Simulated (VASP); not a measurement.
# In in VASP: a series of runs

The runs below take In through single point, with PBE.

All numbers are computed with VASP 6.6.1; they aren't measurements. Logs are shortened: lines on timing, memory, paths and dates and some standing lists are left out, and cuts for length are marked.

### 1 The cell of the first run

The cell holds a slab with vacuum, 15 atoms: a = 3.220 Å, b = 3.278 Å, c = 44.407 Å, α = 90.00°, β = 90.00°, γ = 88.57°.

### 2 Single point, PBE

INCAR reads:

```
PREC     = Accurate       # precision mode
ENCUT    = 400            # plane-wave cutoff, eV
EDIFF    = 1E-6           # SCF threshold, eV
ISMEAR   = 1              # smearing method
SIGMA    = 0.15           # smearing width, eV
LREAL    = False          # projectors in reciprocal space
LASPH    = True           # aspherical terms in the spheres
NELM     = 120            # most SCF steps
ALGO     = Normal         # electronic algorithm
ISIF     = 2              # what is computed and relaxed
LWAVE    = False          # write WAVECAR
LCHARG   = False          # write CHGCAR
GGA      = PE             # functional
NBANDS   = 110            # bands
GGA_COMPAT= False        
NELMDL   = -8
```

KPOINTS reads:

```
regular mesh
0
Gamma
  5 4 1
```

POSCAR reads:

```
In
1.0
    3.2203630000      0.0000000000      0.0000000000
    0.0816810000      3.2774480000      0.0000000000
    0.0000000000      0.0000000000     44.4072490000
In
15
Direct
    0.2456858843      0.2488494097      0.0262472463
    0.7775149158      0.6119383130      0.0826721106
    0.2480286984      0.1586728455      0.1335405623
    0.7092164628      0.5689884325      0.2000039003
    0.2205212647      0.0368198061      0.2504707959
    0.7656791195      0.4847430074      0.3053242951
    0.1566679745      0.9837324650      0.3601011402
    0.6933090982      0.3223642297      0.4144680748
    0.1625352839      0.8064835811      0.4689761350
    0.6460568375      0.2458278514      0.5283427938
    0.2280834451      0.6773608613      0.5847208414
    0.7102982386      0.0905820626      0.6400431380
    0.1387012860      0.5238612481      0.6958717934
    0.6539200475      0.0485923804      0.7502995738
    0.1451925966      0.4703803081      0.8079450947
```

Potentials or basis: VASP PAW PBE potentials, release 64 (In_d).

The run is started by

```
$ cat potpaw_PBE.64/In_d/POTCAR > POTCAR
$ mpirun -np 1 vasp_std > vasp.out
```

OUTCAR:

```text
PREC = Accurate
   ENCUT = 400
   EDIFF = 1E-6
   ISMEAR = 1
   LREAL = False
   LASPH = True
   NELM = 120
   ISIF = 2
   GGA = PE
   NELMDL = -8

 ion  position               nearest neighbor table
   1  0.246  0.249  0.026-   2 3.14   2 3.28   2 3.62   2 3.66
   2  0.778  0.612  0.083-   3 3.08   1 3.14   3 3.22   1 3.28   3 3.28   3 3.33   1 3.62   1 3.66

   3  0.248  0.159  0.134-   2 3.08   2 3.22   2 3.28   2 3.33   4 3.58   4 3.66   4 3.81   4 3.95

   4  0.709  0.569  0.200-   5 3.12   5 3.20   5 3.26   5 3.27   3 3.58   3 3.66   3 3.81   3 3.95
[... 17 lines left out ...]
  13  0.139  0.524  0.696-  12 3.19  14 3.29  14 3.30  14 3.33  12 3.37  12 3.38  14 3.42  12 3.63

  14  0.654  0.049  0.750-  13 3.29  13 3.30  15 3.32  15 3.33  13 3.33  13 3.42  15 3.54  15 3.60

  15  0.145  0.470  0.808-  14 3.32  14 3.33  14 3.54  14 3.60

  LATTYP: Found a simple monoclinic cell.
 ALAT       =     3.2203630000
 B/A-ratio  =    13.7895165856
 C/A-ratio  =     1.0180422749
 COS(beta)  =    -0.0249143984

  Lattice vectors:

 A1 = (   3.2203630000,   0.0000000000,   0.0000000000)
 A2 = (   0.0000000000,   0.0000000000,  44.4072490000)
 A3 = (  -0.0816810000,  -3.2774480000,   0.0000000000)

Analysis of symmetry for initial positions (statically):
=====================================================================
 Subroutine PRICEL returns:
 Original cell was already a primitive cell.

 Routine SETGRP: Setting up the symmetry group for a
 simple monoclinic supercell.

 Subroutine GETGRP returns: Found  1 space group operations
 (whereof  1 operations were pure point group operations)
 out of a pool of  4 trial point group operations.

The static configuration has the point symmetry C_1 .

Analysis of symmetry for dynamics (positions and initial velocities):
=====================================================================
 Subroutine PRICEL returns:
 Original cell was already a primitive cell.

 Routine SETGRP: Setting up the symmetry group for a
 simple monoclinic supercell.

 Subroutine GETGRP returns: Found  1 space group operations
 (whereof  1 operations were pure point group operations)
 out of a pool of  4 trial point group operations.

The dynamic configuration has the point symmetry C_1 .

 Subroutine INISYM returns: Found  1 space group operations
 (whereof  1 operations are pure point group operations),
 and found     1 'primitive' translations

----------------------------------------------------------------------------------------

                                     Primitive cell

  volume of cell :     468.6995

  direct lattice vectors                    reciprocal lattice vectors
     3.220363000  0.000000000  0.000000000     0.310524000 -0.007738921  0.000000000
     0.081681000  3.277448000  0.000000000     0.000000000  0.305115443  0.000000000
     0.000000000  0.000000000 44.407249000     0.000000000  0.000000000  0.022518846

  length of vectors
     3.220363000  3.278465674 44.407249000     0.310620420  0.305115443  0.022518846

  position of ions in fractional coordinates (direct lattice)
     0.245685884  0.248849410  0.026247246
     0.777514916  0.611938313  0.082672111
     0.248028698  0.158672845  0.133540562
     0.709216463  0.568988432  0.200003900
     0.220521265  0.036819806  0.250470796
     0.765679119  0.484743007  0.305324295
     0.156667975  0.983732465  0.360101140
     0.693309098  0.322364230  0.414468075
     0.162535284  0.806483581  0.468976135
     0.646056837  0.245827851  0.528342794
     0.228083445  0.677360861  0.584720841
     0.710298239  0.090582063  0.640043138
     0.138701286  0.523861248  0.695871793
     0.653920048  0.048592380  0.750299574
     0.145192597  0.470380308  0.807945095

  ion indices of the primitive-cell ions
   primitive index   ion index
                 1           1
                 2           2
                 3           3
                 4           4
                 5           5
                 6           6
                 7           7
                 8           8
                 9           9
                10          10
                11          11
                12          12
                13          13
                14          14
                15          15

----------------------------------------------------------------------------------------

 KPOINTS: regular mesh

Automatic generation of k-mesh.
 Grid dimensions read from file:
 generate k-points for:    5    4    1

 Generating k-lattice:

  Cartesian coordinates                     Fractional coordinates (reciprocal lattice)
     0.062104800 -0.001547784  0.000000000     0.200000000  0.000000000  0.000000000
     0.000000000  0.076278861  0.000000000     0.000000000  0.250000000  0.000000000
     0.000000000  0.000000000  0.022518846     0.000000000  0.000000000  1.000000000

  Length of vectors
     0.062124084  0.076278861  0.022518846

  Shift w.r.t. Gamma in fractional coordinates (k-lattice)
     0.000000000  0.000000000  0.000000000

 Subroutine IBZKPT returns following result:
 ===========================================

 Found     11 irreducible k-points:

 Following reciprocal coordinates:
            Coordinates               Weight
  0.000000  0.000000  0.000000      1.000000
  0.200000  0.000000  0.000000      2.000000
  0.400000  0.000000  0.000000      2.000000
  0.000000  0.250000  0.000000      2.000000
  0.200000  0.250000  0.000000      2.000000
  0.400000  0.250000  0.000000      2.000000
 -0.400000  0.250000  0.000000      2.000000
 -0.200000  0.250000  0.000000      2.000000
  0.000000  0.500000  0.000000      1.000000
  0.200000  0.500000  0.000000      2.000000
  0.400000  0.500000  0.000000      2.000000
   k-points           NKPTS =     11   k-points in BZ     NKDIM =     11   number of bands    NBANDS=    110
   number of dos      NEDOS =    301   number of ions     NIONS =     15
   total plane-waves  NPLWV = 169344
   dimension x,y,z NGX =    24 NGY =   24 NGZ =  294
   dimension x,y,z NGXF=    48 NGYF=   48 NGZF=  588
   ions per type =              15
   NGX,Y,Z   is equivalent  to a cutoff of  12.39, 12.17, 11.01 a.u.
   NGXF,Y,Z  is equivalent  to a cutoff of  24.78, 24.34, 22.01 a.u.
 SYSTEM =  unknown system
   PREC   = accura    normal or accurate (medium, high low for compatibility)
   ISTART =      0    job   : 0-new  1-cont  2-samecut
   ICHARG =      2    charge: 1-file 2-atom 10-const
   ISPIN  =      1    spin polarized calculation?
   LNONCOLLINEAR =      F non collinear calculations
   LSORBIT =      F    spin-orbit coupling
   LASPH  =      T    aspherical Exc in radial PAW
   ENCUT  =  400.0 eV  29.40 Ry    5.42 a.u.   5.25  5.35 72.42*2*pi/ulx,y,z
   NELM   =    120;   NELMIN=  2; NELMDL= -8     # of ELM steps
   EDIFF  = 0.1E-05   stopping-criterion for ELM
   LREAL  =      F    real-space projection
   EDIFFG = 0.1E-04   stopping-criterion for IOM
   NSW    =      0    number of steps for IOM
   IBRION =     -1    ionic relax: 0-MD 1-quasi-New 2-CG
   NFREE  =      0    steps in history (QN), initial steepest desc. (CG)
   ISIF   =      2    stress and relaxation
   ISYM   =      2    0-nonsym 1-usesym 2-fastsym
   POTIM  = 0.5000    time-step for ionic-motion
   TEBEG  =    0.0;   TEEND  =   0.0 temperature during run
   PSTRESS=    0.0 pullay stress
   NELECT =     195.0000    total number of electrons
   NUPDOWN=      -1.0000    fix difference up-down
   EMIN   =  10.00;   EMAX   =-10.00  energy-range for DOS
   EFERMI =   0.00;   METHOD = LEGACY
   ISMEAR =     1;   SIGMA  =   0.15  broadening in eV -4-tet -1-fermi 0-gaus
   EFERMI_NEDOS =   21; number of points for ismear=-14 and -15
   IALGO  =     38    algorithm
   IMIX   =      4    mixing-type and parameters
     AMIX     =   0.40;   BMIX     =  1.00
     AMIX_MAG =   1.60;   BMIX_MAG =  1.00
  volume/ion in A,a.u.               =      31.25       210.86
  Fermi-wavevector in a.u.,A,eV,Ry     =   1.222142  2.309513 20.322072  1.493630
  Thomas-Fermi vector in A             =   2.357299
   LORBIT       =      0    0 simple, 1 ext, 2 COOP (PROOUT), +10 PAW based schemes
   GGA     = PE    functional components
   LHFCALC =     F    Hartree Fock is set to
   AEXX    =    0.0000 exact exchange contribution
   IVDW    =     0    specifies the selected vdW correction
   LEPSILON=     F    determine dielectric tensor
   LRPA    =     F    only Hartree local field effects (RPA)
 non-spin polarized calculation
 Methfessel and Paxton  Order N= 1 SIGMA  =   0.15
  energy-cutoff  :      400.00
  volume of cell :      468.70
 maximum number of plane-waves:      8561
 NGX is ok and might be reduce to    24
   NGX = 11   NGY = 11   NGZ =145

 number of electron     194.9999992 magnetization

 Free energy of the ion-electron system (eV)
  ---------------------------------------------------
  ext. energy  EPLUGINS =         0.00000000
  ---------------------------------------------------
  free energy    TOTEN  =       -37.16237100 eV

  energy without entropy =      -37.16461143  energy(sigma->0) =      -37.16311781

 E-fermi :   5.6743     XC(G=0):  -8.9185

 val. band max:        5.6734185083   @ k =   0.2000   0.2500   0.0000
 cond. band min:       5.6766257242   @ k =  -0.2000   0.2500   0.0000
 fundamental gap:      0.0032072158
 Fermi energy:         5.6743354520

 k-point     1 :       0.0000    0.0000    0.0000
  band No.  band energies     occupation
      1      -9.3093      2.00000
      2      -9.2553      2.00000
      3      -9.2451      2.00000
      4      -9.2264      2.00000
      5      -9.2097      2.00000
      6      -9.1939      2.00000
[... 1221 lines left out ...]
    108       6.7254     -0.00000
    109       6.8893     -0.00000
 [bands above 109 left out]

------------------------ aborting loop because EDIFF is reached ----------------------------------------

  FORCE on cell =-STRESS in cart. coord.  units (eV):
  Direction    XX          YY          ZZ          XY          YZ          ZX
  --------------------------------------------------------------------------------------
  -------------------------------------------------------------------------------------
  Total        7.0936131      1.1572735     10.2733403      2.6879544      2.0139869      0.1489944
  in kB       24.2484269      3.9559616     35.1178362      9.1883592      6.8845049      0.5093144
  external PRESSURE =      21.1074083 kB  Pullay stress =       0.0000000 kB

 VOLUME and BASIS-vectors are now :
 -----------------------------------------------------------------------------
  energy-cutoff  :      400.00
  volume of cell :      468.70
      direct lattice vectors                 reciprocal lattice vectors
     3.220363000  0.000000000  0.000000000     0.310524000 -0.007738921  0.000000000
     0.081681000  3.277448000  0.000000000     0.000000000  0.305115443  0.000000000
     0.000000000  0.000000000 44.407249000     0.000000000  0.000000000  0.022518846

 POSITION                                       TOTAL-FORCE (eV/Angst)
 -----------------------------------------------------------------------------------
      0.81152      0.81559      1.16557         0.043921     -0.070745     -0.251138
      2.55386      2.00560      3.67124        -0.101422      0.108446     -0.474627
      0.81170      0.52004      5.93017         0.070471     -0.071497      0.910884
      2.33041      1.86483      8.88162         0.005676     -0.053721     -0.844279
      0.71317      0.12067     11.12272         0.010898      0.018478      0.428999
      2.50536      1.58872     13.55861        -0.109324      0.039957     -0.186280
      0.58488      3.22413     15.99110         0.141240     -0.128435     -0.061817
      2.25904      1.05653     18.40539        -0.112044      0.112545      0.100549
      0.58930      2.64321     20.82594         0.038615     -0.005615      0.300368
      2.10062      0.80569     23.46225         0.046762     -0.041765     -0.204689
      0.78984      2.22002     25.96584        -0.064623      0.007852     -0.001233
      2.29482      0.29688     28.42255        -0.008444      0.012246     -0.007382
      0.48946      1.71693     30.90175         0.039142      0.038141     -0.026731
      2.10983      0.15926     33.31874        -0.004795      0.006136      0.152973
      0.50599      1.54165     35.87862         0.003928      0.027979      0.164403
 -----------------------------------------------------------------------------------
    total drift:                                0.000993      0.002069      0.000071

  FREE ENERGIE OF THE ION-ELECTRON SYSTEM (eV)
  ---------------------------------------------------
  free  energy   TOTEN  =       -37.1623710030 eV

  energy  without entropy=      -37.1646114314  energy(sigma->0) =      -37.16311781
```

Wall time 13 min (1 thread of Intel Xeon 6975P-C (Granite Rapids), shared host); peak memory 0.56 GiB.

What came out:

```
Free energy            : -37.1624 eV
Largest force          : 0.916 eV/Å
Band gap on the k mesh : zero (an odd number of electrons rules out a gap without spin polarisation)
```

Forces in eV/Å, atoms in the order of the input:
```
In   0.044 -0.071 -0.251
In  -0.101  0.108 -0.475
In   0.070 -0.071  0.911
In   0.006 -0.054 -0.844
In   0.011  0.018  0.429
In  -0.109  0.040 -0.186
In   0.141 -0.128 -0.062
In  -0.112  0.113  0.101
In   0.039 -0.006  0.300
In   0.047 -0.042 -0.205
In  -0.065  0.008 -0.001
In  -0.008  0.012 -0.007
In   0.039  0.038 -0.027
In  -0.005  0.006  0.153
In   0.004  0.028  0.164
```

Levels at points of the mesh, in eV from the Fermi level:
```tsv
k point	band 96	band 97	band 98	band 99	band 100	band 101	band 102	band 103
(0.00, 0.00, 0.00)	2.11	2.94	3.33	4.46	4.54	4.70	4.76	4.87
(0.00, 0.50, 0.00)	-2.20	-1.91	-1.68	-1.27	-1.04	-0.62	-0.32	0.02
```

Caveat: the k points lie up to 0.48 Å⁻¹ apart, too coarse for converged energies and pressures of a metal; spin-orbit coupling is left out, which moves the levels of the heavy elements.

### 3 Single point, PBE

INCAR reads:

```
ALGO     = Normal         # electronic algorithm
EDIFF    = 1E-6           # SCF threshold, eV
ENCUT    = 400            # plane-wave cutoff, eV
GGA      = PE             # functional
GGA_COMPAT= F            
ISIF     = 2              # what is computed and relaxed
ISMEAR   = 1              # smearing method
LASPH    = T              # aspherical terms in the spheres
LCHARG   = F              # write CHGCAR
LREAL    = F              # projectors in reciprocal space
LWAVE    = F              # write WAVECAR
NBANDS   = 110            # bands
NELM     = 120            # most SCF steps
NELMDL   = -8           
PREC     = Accurate       # precision mode
SIGMA    = 0.15           # smearing width, eV
```

KPOINTS reads:

```
k-points
0
Gamma
  5 4 1
```

POSCAR reads:

```
In
1.0
    3.2203630000      0.0000000000      0.0000000000
    0.0816810000      3.2774480000      0.0000000000
    0.0000000000      0.0000000000     44.4072490000
In
15
Direct
    0.2613538277      0.2306877180      0.0246369236
    0.7625213472      0.6386487291      0.0812513966
    0.2260474455      0.1567582460      0.1318333185
    0.7094699808      0.5838582336      0.1992842205
    0.2138805740      0.0662689385      0.2515163009
    0.7590208738      0.4740914272      0.3069571592
    0.1651775048      1.0290945882      0.3588109230
    0.6930160397      0.3383135293      0.4131923371
    0.1508179713      0.8086383064      0.4676216039
    0.6382687351      0.2374356512      0.5281097012
    0.2357949992      0.6710068321      0.5838568158
    0.7364255814      0.1184156087      0.6405181956
    0.1157503374      0.5094195240      0.6974704288
    0.6763851822      0.0327761112      0.7499167535
    0.1498421203      0.4419874854      0.8097672297
```

Potentials or basis: VASP PAW PBE potentials, release 64 (In_d).

The run is started by

```
$ cat potpaw_PBE.64/In_d/POTCAR > POTCAR
$ mpirun -np 1 vasp_std > vasp.out
```

It took 10 min on 1 thread of Intel Xeon 6975P-C (Granite Rapids), shared host; peak memory 0.55 GiB.

Results (log left out):

| Item | Value |
| --- | --- |
| Free energy | -37.0941 eV |
| Largest force | 0.924 eV/Å |
| Band gap on the k mesh | zero (an odd number of electrons rules out a gap without spin polarisation) |

Forces on the atoms (eV/Å):
```
In   0.028 -0.035 -0.156
In  -0.077  0.035 -0.572
In   0.060 -0.021  0.922
In  -0.018 -0.029 -0.720
In   0.040 -0.034  0.298
In  -0.164  0.155 -0.444
In   0.192 -0.250  0.181
In  -0.117  0.121  0.086
In   0.051  0.004  0.389
In   0.056 -0.049 -0.332
In  -0.072  0.030  0.164
In  -0.035 -0.019 -0.096
In   0.108  0.047 -0.232
In  -0.072  0.015  0.506
In   0.020  0.028  0.008
```

Levels at points of the mesh, in eV from the Fermi level:
| k point | band 97 | band 98 | band 99 | band 100 | band 101 | band 102 |
| --- | --- | --- | --- | --- | --- | --- |
| (0.00, 0.00, 0.00) | 2.85 | 3.30 | 4.40 | 4.57 | 4.71 | 4.73 |
| (0.00, 0.50, 0.00) | -1.90 | -1.70 | -1.27 | -1.08 | -0.59 | -0.41 |

Caveat: the k points lie up to 0.48 Å⁻¹ apart, too coarse for converged energies and pressures of a metal; spin-orbit coupling is left out, which moves the levels of the heavy elements.
